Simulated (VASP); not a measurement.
Here is a VASP 6.6.1 calculation.

The input POSCAR:

```
NaF
1.0
    3.1775543160      0.0000000000      0.0000000000
   -1.5887771580      2.7518427596      0.0000000000
    0.0000000000      0.0000000000      5.5676310269
Na F
2 2
Direct
    0.0000000000      0.0000000000      0.0000000000
    0.0000000000      0.0000000000      0.5000000000
    0.3333333333      0.6666666667      0.2500000000
    0.6666666667      0.3333333333      0.7500000000
```

The input INCAR.step1:

```
SYSTEM = NaF
PREC = Accurate
ENCUT = 520
ISMEAR = 0
SIGMA = 0.01
LREAL = .False.
LASPH = .True.
NELM = 80
NBANDS = 22
GGA = PE
ALGO = Normal
EDIFF = 1E-4
LWAVE = .True.
LCHARG = .False.
```

Contents of INCAR.step2:

```
SYSTEM = NaF
PREC = Accurate
ENCUT = 520
EDIFF = 1E-6
ISMEAR = 0
SIGMA = 0.01
LREAL = .False.
LASPH = .True.
NELM = 80
ALGO = Normal
ISIF = 2
LWAVE = .False.
LCHARG = .True.
METAGGA = R2SCAN
LMIXTAU = .True.
LELF = .True.
LVHAR = .True.
NBANDS = 22
ISTART = 1
```

Contents of KPOINTS:

```
Automatic mesh
0
Gamma
  6 6 2
  0 0 0
```

Potentials or basis: VASP PAW PBE potentials, release 64 (Na_pv, F).

Run with:

```bash
$ cat potpaw_PBE.64/Na_pv/POTCAR potpaw_PBE.64/F/POTCAR > POTCAR
$ cp INCAR.step1 INCAR
$ mpirun -np 1 vasp_std > vasp.out
$ cp INCAR.step2 INCAR
$ mpirun -np 1 vasp_std > vasp.out
```

Problem. What does it give for the pressure?

Solution. -0.5 GPa.

Problem. Estimate the band gap on the k mesh.

Solution. 7.22 eV, direct.

Stress tensor (GPa, compression positive):
```
-0.47  0.00  0.00
 0.00 -0.47  0.00
 0.00  0.00 -0.63
```

Caveat: the k points lie up to 0.56 Å⁻¹ apart; the PAW data sets were made with another functional, which shifts forces and pressure a little. r2SCAN opens gaps a little over a GGA but as a rule still falls short of measured ones.
